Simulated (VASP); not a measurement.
Input of a VASP 6.6.1 run:

Contents of INCAR:

```
SYSTEM = GaSb
PREC     = Accurate       ! precision mode
ENCUT    = 520            ! plane-wave cutoff, eV
EDIFF    = 1E-8           ! SCF threshold, eV
ISMEAR   = -1             ! smearing method
SIGMA    = 0.15           ! smearing width, eV
LREAL    = .False.        ! projectors in reciprocal space
LASPH    = .True.         ! aspherical terms in the spheres
NELM     = 100            ! most SCF steps
ALGO     = Normal         ! electronic algorithm
ISIF     = 2              ! what is computed and relaxed
LWAVE    = .False.        ! write WAVECAR
LCHARG   = .False.        ! write CHGCAR
GGA      = CA             ! functional
NBANDS   = 16             ! bands
IBRION   = 8              ! ionic algorithm
NSW      = 1              ! ionic steps
```

KPOINTS

```
regular mesh
0
Gamma
  12 12 12
  0 0 0
```

File POSCAR:

```
GaSb
1.0
    0.0000000000      2.8699000000      2.8699000000
    2.8699000000      0.0000000000      2.8699000000
    2.8699000000      2.8699000000      0.0000000000
Ga Sb
1 1
Direct
    0.0000000000      0.0000000000      0.0000000000
    0.5000000000      0.5000000000      0.5000000000
```

Potentials or basis: VASP PAW LDA potentials, release 64 (Ga_d, Sb).

Launch:

```sh
$ cat potpaw_LDA.64/Ga_d/POTCAR potpaw_LDA.64/Sb/POTCAR > POTCAR
$ mpirun -np 1 vasp_std > vasp.out
```

Question: What does it give for the highest phonon frequency at Γ, LO-TO splitting left out?

Answer: 107 cm⁻¹.

Phonon frequencies in cm⁻¹ (negative: imaginary):
```csv
q point,frequencies
"(0.000, 0.000, 0.000)",0 0 0 107 107 107
```

Caveat: the cell stands under pressure or tension, which shifts response properties.
